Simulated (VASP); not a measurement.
Set up this calculation in VASP 6.6.1, as the native input.

| Item | Value |
| --- | --- |
| Task | single point |
| Functional | PBEsol |
| Potentials or basis | VASP PAW PBE potentials, release 64 (Si, Ni) |
| Cutoff | 520 eV |
| k mesh | 14 × 14 × 14 |
| Occupations | gaussian, width 0.1 eV |
| Spin | no spin polarisation |
| Dipole correction | no |
| Further INCAR settings | ALGO = Normal; EDIFF = 1e-06; NBANDS = 16 |

The structure of Si2Ni lies in POSCAR:

```
Si2Ni
1.0
    0.0000000000      2.6957048548      2.6957048548
    2.6957048548      0.0000000000      2.6957048548
    2.6957048548      2.6957048548      0.0000000000
Si Ni
2 1
Direct
    0.2500000000      0.2500000000      0.2500000000
    0.7500000000      0.7500000000      0.7500000000
    0.0000000000      0.0000000000      0.0000000000
```

One way to write it, as run:

INCAR

```
SYSTEM = Si2Ni
PREC     = Accurate       ! precision mode
ENCUT    = 520            ! plane-wave cutoff, eV
EDIFF    = 1E-6           ! SCF threshold, eV
ISMEAR   = 0              ! smearing method
SIGMA    = 0.1            ! smearing width, eV
LREAL    = .False.        ! projectors in reciprocal space
LASPH    = .True.         ! aspherical terms in the spheres
NELM     = 60             ! most SCF steps
ALGO     = Normal         ! electronic algorithm
ISIF     = 2              ! what is computed and relaxed
LWAVE    = .False.        ! write WAVECAR
LCHARG   = .False.        ! write CHGCAR
GGA      = PS             ! functional
NBANDS   = 16             ! bands
```

KPOINTS

```
Automatic mesh
0
Gamma
  14 14 14
  0 0 0
```

Potentials or basis: VASP PAW PBE potentials, release 64 (Si, Ni).

Command:

```console
$ cat potpaw_PBE.64/Si/POTCAR potpaw_PBE.64/Ni/POTCAR > POTCAR
$ mpirun -np 1 vasp_std > vasp.out
```

Results of the run:

| Item | Value |
| --- | --- |
| Pressure | 0.1 GPa |
| Band gap on the k mesh | zero (bands 9 and 10 overlap by 2.13 eV) |

Caveat: the PAW data sets were made with another functional, which shifts forces and pressure a little.

It took 94 s on 1 thread of AMD EPYC 7R13, on a shared host, peak memory 0.17 GiB.
